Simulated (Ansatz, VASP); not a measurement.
GaSb in VASP and in Ansatz

The input INCAR:

```
ALGO = Normal
EDIFF = 1E-7
ENCUT = 520
GGA = PS
ISIF = 2
ISMEAR = 0
LASPH = True
LCHARG = True
LELF = True
LREAL = False
LVHAR = True
LWAVE = False
NBANDS = 16
NELM = 60
PREC = Accurate
SIGMA = 0.1
```

The input KPOINTS:

```
k-points
0
Gamma
  12 12 12
```

File POSCAR:

```
GaSb
1.0
    3.8200463815      0.0000000000      0.0000000000
    0.0000000000      3.8200463815      0.0000000000
    0.0000000000      0.0000000000      3.8200463815
Ga Sb
1 1
Direct
    0.0000000000      0.0000000000      0.0000000000
    0.5000000000      0.5000000000      0.5000000000
```

Input for Ansatz:

```yaml
crystal:
  lattice:
    - [3.8200463815, 0.0, 0.0]
    - [0.0, 3.8200463815, 0.0]
    - [0.0, 0.0, 3.8200463815]
  atoms:
    - { symbol: Ga, position: [0.0, 0.0, 0.0] }
    - { symbol: Sb, position: [0.5, 0.5, 0.5] }
basis:
  ecutwfc: 420
kpoints:
  mp_grid: { grid: [12, 12, 12] }
hamiltonian:
  xc: pbesol
scf:
  occupations: { method: gaussian, width: 0.1 }
output:
  forces: true
  stress: true
  eigenvalues: true
```

Alike in both runs: task single point; functional PBEsol; k mesh 12 × 12 × 12; occupations gaussian, width 0.1 eV; no spin polarisation.

|  | VASP | Ansatz |
| --- | --- | --- |
| version | VASP 6.6.1 | Ansatz 0.2.0 |
| potentials or method | VASP PAW PBE potentials, release 64 (Ga_d, Sb), cutoff 520 eV | scalar-relativistic, plane waves, PAW |
| valence electrons in the cell | 18 | 28 |

|  | VASP | Ansatz | Ansatz less VASP |
| --- | --- | --- | --- |
| gap on the k mesh at the Fermi level (eV) | none | none | - |
| pressure (GPa) | -8.0 | -8.0 | +0.01 |

VASP's potentials were made for PBE, not for PBEsol. A gap of «none» marks a metal or a gap that the smearing closes. The functional is the same, so the differences come from potentials, cutoffs and numerics. VASP's potentials hold 18 valence electrons a cell and Ansatz's 28, so a difference there can come from the potentials and not from the codes.

Neither program's run includes spin-orbit coupling.
